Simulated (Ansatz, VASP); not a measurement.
Two plane-wave programs on TiO2

```
Ti O
1.0
     4.59984    0.00000    0.00000
     0.00000    4.59984    0.00000
     0.00000    0.00000    2.95921
Ti O
2 4
Cartesian
  0.0000 0.0000 1.4796
  2.2999 2.2999 0.0000
  1.3998 1.3998 1.4796
  0.9001 3.6997 0.0000
  3.6997 0.9001 0.0000
  3.2000 3.2000 1.4796
```

Alike in both runs: functional SVWN5; k mesh 6 × 6 × 9; occupations fermi-dirac, width 0.05 eV; no spin polarisation.

|  | VASP | Ansatz |
| --- | --- | --- |
| version | VASP 6.6.1 | Ansatz 0.2.0 |
| potentials or method | VASP PAW PBE potentials, release 64 (Ti_sv, O) | Ansatz PAW |
| plane-wave cutoff (eV) | 520 | 420 |
| valence electrons in the cell | 48 | 48 |
| task | single point | band structure |

```csv
,VASP,Ansatz,Ansatz less VASP
gap on the k mesh at the Fermi level (eV),1.75,1.78,+0.029
least direct gap on the mesh (eV),1.75,1.78,+0.029
pressure (GPa),-8.3,-9.1,-0.79
"traceless stress, the component that is largest in VASP (GPa)",-1.85,-2.09,-0.244
rms of the force components (eV/Å),0.050,0.063,+0.0127
```

VASP's potentials were made for PBE, not for SVWN5. Atom by atom the forces differ by 0.013 eV/Å (rms over components). With one functional, cell and mesh, what is left measures potentials, basis and numerics.

Noted on Ansatz's run: Pulay correction over one GPa.
